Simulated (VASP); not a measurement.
**ZrB: single point with PBE**

The system is ZrB.

```
Zr B
1.0
     0.00000    2.32500    2.32500
     2.32500    0.00000    2.32500
     2.32500    2.32500    0.00000
Zr B
1 1
Direct
  0.00000 0.00000 0.00000
  0.50000 0.50000 0.50000
```

```json
{
  "Program": "VASP 6.6.1",
  "Task": "single point",
  "Functional": "PBE",
  "Potentials or basis": "VASP PAW PBE potentials, release 64 (Zr_sv, B)",
  "Cutoff": "520 eV",
  "k mesh": "10 × 10 × 10",
  "Occupations": "gaussian, width 0.011 eV",
  "Spin": "no spin polarisation"
}
```

The pressure is 34.6 GPa.

Levels at points of the mesh, in eV from the Fermi level:
```csv
k point,band 4,band 5,band 6,band 7,band 8,band 9,band 10,band 11,band 12,band 13
"(0.00, 0.00, 0.00)",-24.51,-8.34,1.93,1.93,1.93,3.70,3.70,3.80,3.80,3.80
"(0.50, 0.00, 0.00)",-24.60,-4.20,-3.62,-1.42,-1.42,5.78,5.78,7.37,8.26,13.38
"(0.50, 0.50, 0.00)",-24.84,-6.51,-1.12,-0.30,2.53,2.53,5.48,6.94,6.94,10.67
```

Wall time 15 s on 1 thread of Intel(R) Xeon(R) Platinum 8259CL CPU @ 2.50GHz (Skylake/Cascade Lake), on a shared host, peak memory 0.15 GiB.
